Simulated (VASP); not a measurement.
# Ta (Immm) in VASP: notebook

Runs on Ta. Level: PBEsol. Tasks: single point.

Program: VASP 6.6.1. These are calculated values, not measurements. Logs are shortened: lines on timing, memory, paths and dates and some standing lists are left out, and cuts for length are marked.

## 1. The cell of the first run

The structure is orthorhombic, space group Immm (No. 71). Conventional cell: a = 3.280 Å, b = 3.444 Å, c = 3.641 Å, α = 90.00°, β = 90.00°, γ = 90.00°. Within 3.9 Å of Ta (site symmetry mmm) lie 14 Ta at 3.00 to 3.64 Å.

## 2. Single point, PBEsol (normal strain along x +0.1100, normal strain along z +0.0500)

File INCAR:

```
PREC = Accurate
ENCUT = 520
EDIFF = 1E-6
ISMEAR = 0
SIGMA = 0.15
LREAL = F
LASPH = T
NELM = 100
ALGO = Fast
ISIF = 2
LWAVE = F
LCHARG = T
GGA = PS
LELF = T
LVHAR = T
NBANDS = 12
```

File KPOINTS:

```
regular mesh
0
Gamma
  20 20 20
```

File POSCAR:

```
Ta
1.0
   -1.8206537848      1.6402286350      1.7222400668
    1.8206537848     -1.6402286350      1.7222400668
    1.8206537848      1.6402286350     -1.7222400668
Ta
1
Direct
    0.0000000000      0.0000000000      0.0000000000
```

Potentials or basis: VASP PAW PBE potentials, release 64 (Ta_pv).

Launch:

```
> cat potpaw_PBE.64/Ta_pv/POTCAR > POTCAR
> mpirun -np 1 vasp_std > vasp.out
```

OUTCAR:

```text
PREC = Accurate
   ENCUT = 520
   EDIFF = 1E-6
   ISMEAR = 0
   LREAL = F
   LASPH = T
   NELM = 100
   ISIF = 2
   GGA = PS

 ion  position               nearest neighbor table
   1  0.000  0.000  0.000-

  LATTYP: Found a body centered orthorhombic cell.
 ALAT       =     3.2804572700
 B/A-ratio  =     1.0500000000
 C/A-ratio  =     1.1100000000

  Lattice vectors:

 A1 = (  -1.8206537848,  -1.6402286350,  -1.7222400668)
 A2 = (  -1.8206537848,   1.6402286350,   1.7222400668)
 A3 = (   1.8206537848,   1.6402286350,  -1.7222400668)

Analysis of symmetry for initial positions (statically):
=====================================================================
 Subroutine PRICEL returns:
 Original cell was already a primitive cell.

 Routine SETGRP: Setting up the symmetry group for a
 body centered orthorhombic supercell.

 Subroutine GETGRP returns: Found  8 space group operations
 (whereof  8 operations were pure point group operations)
 out of a pool of  8 trial point group operations.

The static configuration has the point symmetry D_2h.

Analysis of symmetry for dynamics (positions and initial velocities):
=====================================================================
 Subroutine PRICEL returns:
 Original cell was already a primitive cell.

 Routine SETGRP: Setting up the symmetry group for a
 body centered orthorhombic supercell.

 Subroutine GETGRP returns: Found  8 space group operations
 (whereof  8 operations were pure point group operations)
 out of a pool of  8 trial point group operations.

The dynamic configuration has the point symmetry D_2h.

 Subroutine INISYM returns: Found  8 space group operations
 (whereof  8 operations are pure point group operations),
 and found     1 'primitive' translations

----------------------------------------------------------------------------------------

                                     Primitive cell

  volume of cell :      20.5724

  direct lattice vectors                    reciprocal lattice vectors
    -1.820653785  1.640228635  1.722240067     0.000000000  0.304835551  0.290319573
     1.820653785 -1.640228635  1.722240067     0.274626623  0.000000000  0.290319573
     1.820653785  1.640228635 -1.722240067     0.274626623  0.304835551  0.000000000

  length of vectors
     2.995203003  2.995203003  2.995203003     0.420963380  0.399631375  0.410298056
[... 85 lines left out ...]
   ISIF   =      2    stress and relaxation
   ISYM   =      2    0-nonsym 1-usesym 2-fastsym
   POTIM  = 0.5000    time-step for ionic-motion
   TEBEG  =    0.0;   TEEND  =   0.0 temperature during run
   PSTRESS=    0.0 pullay stress
   NELECT =      11.0000    total number of electrons
   NUPDOWN=      -1.0000    fix difference up-down
   EMIN   =  10.00;   EMAX   =-10.00  energy-range for DOS
   EFERMI =   0.00;   METHOD = LEGACY
   ISMEAR =     0;   SIGMA  =   0.15  broadening in eV -4-tet -1-fermi 0-gaus
   EFERMI_NEDOS =   21; number of points for ismear=-14 and -15
   IALGO  =     68    algorithm
   IMIX   =      4    mixing-type and parameters
     AMIX     =   0.40;   BMIX     =  1.00
     AMIX_MAG =   1.60;   BMIX_MAG =  1.00
  volume/ion in A,a.u.               =      20.57       138.83
  Fermi-wavevector in a.u.,A,eV,Ry     =   1.328752  2.510977 24.022198  1.765582
  Thomas-Fermi vector in A             =   2.457966
   LORBIT       =      0    0 simple, 1 ext, 2 COOP (PROOUT), +10 PAW based schemes
   GGA     = PS    functional components
   LHFCALC =     F    Hartree Fock is set to
   AEXX    =    0.0000 exact exchange contribution
   IVDW    =     0    specifies the selected vdW correction
   LEPSILON=     F    determine dielectric tensor
   LRPA    =     F    only Hartree local field effects (RPA)
 non-spin polarized calculation
 RMM-DIIS sequential band-by-band and
 Gauss-broadening in eV      SIGMA  =   0.15
  energy-cutoff  :      520.00
  volume of cell :       20.57
 maximum number of plane-waves:       571
   NGX = 11   NGY = 11   NGZ = 11

 number of electron      11.0000000 magnetization

 Free energy of the ion-electron system (eV)
  ---------------------------------------------------
  ext. energy  EPLUGINS =         0.00000000
  ---------------------------------------------------
  free energy    TOTEN  =       -12.29666768 eV

  energy without entropy =      -12.27886851  energy(sigma->0) =      -12.28776809

 E-fermi :   4.3376     XC(G=0): -12.0619

 val. band max:        4.3349606353   @ k =  -0.2500  -0.1500   0.1500
 cond. band min:       4.3380021638   @ k =   0.3000   0.0000   0.0000
 fundamental gap:      0.0030415285
 Fermi energy:         4.3375668282

 k-point     1 :       0.0000    0.0000    0.0000
  band No.  band energies     occupation
      1     -29.2558      2.00000
      2     -29.2506      2.00000
      3     -29.2383      2.00000
      4      -3.0978      2.00000
      5       4.5085      0.10701
      6       5.0830      0.00000
      7       5.6138      0.00000
      8       7.0968      0.00000
      9       8.3638      0.00000
     10      17.9532      0.00000
     11      18.7748      0.00000
     12      19.6719      0.00000
[... 331 lines left out ...]
 k-point    24 :      -0.4000    0.0500    0.0000
  band No.  band energies     occupation
      1     -29.8845      2.00000
      2     -29.4944      2.00000
      3     -29.2899      2.00000
      4       0.4074      2.00000
      5       2.8403      2.00000
      6       4.6066      0.01121
      7       8.0070      0.00000
      8       8.8057      0.00000
      9       9.4678      0.00000
     10      16.1235      0.00000
     11      16.5374      0.00000
     12      20.0455      0.00000

 [... further k-points ...]

------------------------ aborting loop because EDIFF is reached ----------------------------------------

  FORCE on cell =-STRESS in cart. coord.  units (eV):
  Direction    XX          YY          ZZ          XY          YZ          ZX
  --------------------------------------------------------------------------------------
  -------------------------------------------------------------------------------------
  Total       -3.3843355     -2.6277132     -2.8903672      0.0000000      0.0000000      0.0000000
  in kB     -263.5715651   -204.6459281   -225.1013821      0.0000000      0.0000000      0.0000000
  external PRESSURE =    -231.1062917 kB  Pullay stress =       0.0000000 kB

 VOLUME and BASIS-vectors are now :
 -----------------------------------------------------------------------------
  energy-cutoff  :      520.00
  volume of cell :       20.57
      direct lattice vectors                 reciprocal lattice vectors
    -1.820653785  1.640228635  1.722240067     0.000000000  0.304835551  0.290319573
     1.820653785 -1.640228635  1.722240067     0.274626623  0.000000000  0.290319573
     1.820653785  1.640228635 -1.722240067     0.274626623  0.304835551  0.000000000

 POSITION                                       TOTAL-FORCE (eV/Angst)
 -----------------------------------------------------------------------------------
      0.00000      0.00000      0.00000         0.000000     -0.000000      0.000000
 -----------------------------------------------------------------------------------
    total drift:                               -0.000000      0.000000      0.000000

  FREE ENERGIE OF THE ION-ELECTRON SYSTEM (eV)
  ---------------------------------------------------
  free  energy   TOTEN  =       -12.2966676828 eV

  energy  without entropy=      -12.2788685071  energy(sigma->0) =      -12.28776809
```

stdout:

```text
POSCAR found type information on POSCAR Ta
 POSCAR found :  1 types and       1 ions
 scaLAPACK will be used
 -----------------------------------------------------------------------------
|                                                                             |
|                                                                             |
|     You enforced a specific xc type in the INCAR file but a different       |
|     I HOPE YOU KNOW WHAT YOU ARE DOING!                                     |
|                                                                             |
 -----------------------------------------------------------------------------

 LDA part: xc-table for (Slater+PW92), standard interpolation
 POSCAR, INCAR and KPOINTS ok, starting setup
 FFT: planning ... GRIDC
 FFT: planning ... GRID_SOFT
 FFT: planning ... GRID
 WAVECAR not read
 entering main loop
WARNING in EDDRMM: call to ZHEGV failed, returncode =   6  3     12
WARNING in EDDRMM: call to ZHEGV failed, returncode =   8  4     12
```

It took 2.2 min on 1 thread of AMD EPYC 9R45 (Zen 5), shared host; peak memory 0.34 GiB.

Results:

| Property | Result |
| --- | --- |
| Free energy | -12.2967 eV |
| Pressure | -23.1 GPa |
| Band gap on the k mesh | zero (an odd number of electrons rules out a gap without spin polarisation) |

Caveat: the cell differs from its parent crystal (normal strain along x +0.1100, normal strain along z +0.0500); the stress differs along the axes, from -26 to -20 GPa; the PAW data sets were made with another functional, which shifts forces and pressure a little; spin-orbit coupling is left out, which moves the levels of the heavy elements.

## 3. Single point, PBEsol (normal strain along x +0.0733, normal strain along z +0.1000)

File INCAR:

```
SYSTEM = Ta
  PREC = Accurate
  ENCUT = 520
  EDIFF = 1E-7
  ISMEAR = 0
  SIGMA = 0.15
  LREAL = .False.
  LASPH = .True.
  NELM = 80
  ALGO = Fast
  ISIF = 2
  LWAVE = .False.
  LCHARG = .False.
  GGA = PS
  NBANDS = 12
```

File KPOINTS:

```
regular mesh
0
Gamma
  20 20 20
  0 0 0
```

File POSCAR:

```
Ta
1.0
   -1.7604573939      1.6402286350      1.8042514985
    1.7604573939     -1.6402286350      1.8042514985
    1.7604573939      1.6402286350     -1.8042514985
Ta
1
Direct
    0.0000000000      0.0000000000      0.0000000000
```

Potentials or basis: VASP PAW PBE potentials, release 64 (Ta_pv).

Launch:

```
> cat potpaw_PBE.64/Ta_pv/POTCAR > POTCAR
> mpirun -np 1 vasp_std > vasp.out
```

Run time: 2.5 min. Hardware: 1 thread of AMD EPYC 9R45 (Zen 5), shared host; peak memory 0.34 GiB.

The run converged. Its results:

```
Free energy            : -12.2603 eV
Pressure               : -24.6 GPa
Band gap on the k mesh : zero (an odd number of electrons rules out a gap without spin polarisation)
```

Stress tensor (GPa, compression positive):
```
-25.01   0.00   0.00
  0.00 -22.00   0.00
  0.00   0.00 -26.65
```

Levels at points of the mesh, in eV from the Fermi level:
| k point | band 3 | band 4 | band 5 | band 6 | band 7 | band 8 |
| --- | --- | --- | --- | --- | --- | --- |
| (0.00, 0.00, 0.00) | -33.62 | -7.38 | 0.11 | 0.91 | 1.14 | 2.74 |
| (0.50, 0.00, 0.00) | -33.66 | -3.79 | -1.36 | 1.17 | 3.07 | 4.66 |
| (0.00, 0.50, 0.00) | -33.61 | -3.91 | -0.54 | 0.71 | 2.44 | 3.76 |
| (0.50, 0.50, 0.00) | -33.66 | -3.77 | -1.61 | 1.31 | 3.50 | 4.70 |
| (0.50, 0.50, 0.50) | -34.05 | -3.16 | -2.98 | 5.56 | 5.64 | 5.88 |

Caveat: the cell differs from its parent crystal (normal strain along x +0.0733, normal strain along z +0.1000); the cell stands under tension; the PAW data sets were made with another functional, which shifts forces and pressure a little; spin-orbit coupling is left out, which moves the levels of the heavy elements.

## 4. Single point, PBEsol (normal strain along x +0.0367, normal strain along z +0.1500)

File INCAR:

```
PREC     = Accurate       # precision mode
ENCUT    = 520            # plane-wave cutoff, eV
EDIFF    = 1E-6           # SCF threshold, eV
ISMEAR   = 0              # smearing method
SIGMA    = 0.15           # smearing width, eV
LREAL    = False          # projectors in reciprocal space
LASPH    = True           # aspherical terms in the spheres
NELM     = 80             # most SCF steps
ALGO     = Fast           # electronic algorithm
ISIF     = 2              # what is computed and relaxed
LWAVE    = False          # write WAVECAR
LCHARG   = True           # write CHGCAR
GGA      = PS             # functional
LELF     = True           # ELF
LVHAR    = True         
NBANDS   = 12             # bands
```

File KPOINTS:

```
regular mesh
0
Gamma
  20 20 20
```

File POSCAR:

```
Ta
1.0
   -1.7004250259      1.6402286350      1.8862629302
    1.7004250259     -1.6402286350      1.8862629302
    1.7004250259      1.6402286350     -1.8862629302
Ta
1
Direct
    0.0000000000      0.0000000000      0.0000000000
```

Launch:

```
> cat potpaw_PBE.64/Ta_pv/POTCAR > POTCAR
> mpirun -np 1 vasp_std > vasp.out
```

It took 1.9 min on 1 thread of AMD EPYC 9R45 (Zen 5), shared host; peak memory 0.35 GiB.

Results (log left out):

| Property | Result |
| --- | --- |
| Free energy | -12.2061 eV |
| Pressure | -25.1 GPa |
| Band gap on the k mesh | zero (an odd number of electrons rules out a gap without spin polarisation) |

Stress tensor (GPa, compression positive):
```
-23.34   0.00   0.00
  0.00 -22.48   0.00
  0.00   0.00 -29.46
```

Levels at points of the mesh, in eV from the Fermi level:
| k point | band 2 | band 3 | band 4 | band 5 | band 6 | band 7 | band 8 | band 9 |
| --- | --- | --- | --- | --- | --- | --- | --- | --- |
| (0.00, 0.00, 0.00) | -33.71 | -33.70 | -7.38 | 0.15 | 0.58 | 1.52 | 2.41 | 3.98 |
| (0.50, 0.00, 0.00) | -33.91 | -33.73 | -3.84 | -0.93 | 0.90 | 2.33 | 4.56 | 6.06 |
| (0.00, 0.50, 0.00) | -33.89 | -33.70 | -3.91 | -0.50 | 0.66 | 2.07 | 4.02 | 6.06 |
| (0.50, 0.50, 0.00) | -33.98 | -33.76 | -3.72 | -1.97 | 1.50 | 4.09 | 4.74 | 6.41 |
| (0.50, 0.50, 0.50) | -34.16 | -34.10 | -3.22 | -2.89 | 5.34 | 5.44 | 5.66 | 5.77 |

Caveat: the cell differs from its parent crystal (normal strain along x +0.0367, normal strain along z +0.1500); the stress differs along the axes, from -29 to -22 GPa; the PAW data sets were made with another functional, which shifts forces and pressure a little; spin-orbit coupling is left out, which moves the levels of the heavy elements.

(Part 1 of 2 ends here.)
